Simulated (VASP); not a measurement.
Crystal: SrAl2O2.

```xyz
5
Lattice="4.2670 0.0000 0.0000 -2.1335 3.6953 0.0000 0.0000 0.0000 6.2354" Properties=species:S:1:pos:R:3 pbc="T T T"
Sr    0.0000    0.0000    3.1177
Al    0.0000    2.4636    4.4551
Al    2.1335    1.2318    1.7804
O     0.0000    2.4636    0.7918
O     2.1335    1.2318    5.4436
```

| Item | Value |
| --- | --- |
| Program | VASP 6.6.1 |
| Task | relaxation of cell and atoms |
| Functional | PBE |
| Potentials or basis | VASP PAW PBE potentials, release 64 (Sr_sv, Al, O) |
| Cutoff | 600 eV |
| k mesh | 6 × 6 × 4 |
| Occupations | gaussian, width 0.1 eV |
| Spin | no spin polarisation |

At the start: pressure -4.2 GPa; volume 19.66 Å³/atom.

Task: Where does the relaxation end?

Result: Over 36 steps the energy falls by 1563.8 meV/atom and the volume is 16.90 Å³/atom (-14.0 %); space group P-3m1 (No. 164, to 0.05 Å).

The path:
| step | energy change (eV) | largest force (eV/Å) | pressure (GPa) | volume (Å³) |
| --- | --- | --- | --- | --- |
| 1 | 0.0000 | 5.5589 | -4.22 | 98.32 |
| 2 | -3.4402 | 5.1650 | -4.04 | 90.93 |
| 3 | 12.2383 | 48.8617 | 114.19 | 68.66 |
| 4 | -1.8588 | 5.7422 | -1.89 | 88.74 |
| 5 | -4.9039 | 1.9336 | 11.02 | 78.72 |
| 6 | -4.8750 | 0.9593 | 13.97 | 77.82 |
| 7 | -6.1719 | 0.7953 | 2.26 | 94.38 |
| 8 | -6.1769 | 0.9346 | 1.41 | 96.49 |
| 9 | -6.1067 | 1.9104 | -5.42 | 98.34 |
| 10 | -6.2707 | 0.9177 | -2.07 | 97.25 |
| 11 | -6.4569 | 1.0359 | -1.29 | 93.77 |
| 12 | -6.8593 | 1.2628 | 4.12 | 82.61 |
| 13 | -4.8672 | 2.1268 | 52.04 | 58.55 |
| 14 | -6.9672 | 0.9846 | 8.02 | 78.74 |
| 15 | -6.8769 | 0.9027 | 14.12 | 73.69 |
| 16 | -6.9083 | 0.9252 | 14.21 | 73.53 |
| 17 | -6.9932 | 0.9522 | 14.61 | 72.98 |
| 18 | -7.1223 | 0.8246 | 15.63 | 71.67 |
| 19 | -7.0469 | 0.7952 | 18.59 | 68.26 |
| 20 | -7.1826 | 0.2276 | 16.70 | 70.12 |
| 21 | -7.1356 | 0.3333 | 17.67 | 69.07 |
| 22 | -7.3269 | 0.4322 | 13.36 | 70.96 |
| 23 | -7.5595 | 0.9682 | 3.44 | 76.38 |
| 24 | -7.5607 | 1.0048 | 2.78 | 76.81 |
| 25 | -7.6056 | 0.8467 | 2.49 | 77.27 |
| 26 | -7.6909 | 0.3931 | 1.71 | 78.66 |
| 27 | -7.6736 | 1.1862 | 0.52 | 81.45 |
| 28 | -7.7111 | 0.6526 | 1.10 | 79.94 |
| 29 | -7.7433 | 0.5774 | 0.45 | 80.91 |
| 30 | -7.8045 | 0.3017 | -0.85 | 83.80 |
| 31 | -7.7354 | 0.7065 | -1.02 | 89.52 |
| 32 | -7.8131 | 0.1638 | -1.19 | 85.01 |
| 33 | -7.8139 | 0.1077 | -1.26 | 85.42 |
| 34 | -7.8173 | 0.1412 | 0.47 | 84.28 |
| 35 | -7.8189 | 0.0475 | -0.18 | 84.69 |
| 36 | -7.8192 | 0.0298 | -0.11 | 84.52 |

Final structure:
```
Sr Al O
1.0
     3.51288    0.00000    0.00000
    -1.75644    3.04224    0.00000
     0.00000    0.00000    7.90868
Sr Al O
1 2 2
Direct
  0.00000 0.00000 0.50000
  0.33333 0.66667 0.85385
  0.66667 0.33333 0.14615
  0.33333 0.66667 0.09741
  0.66667 0.33333 0.90259
```
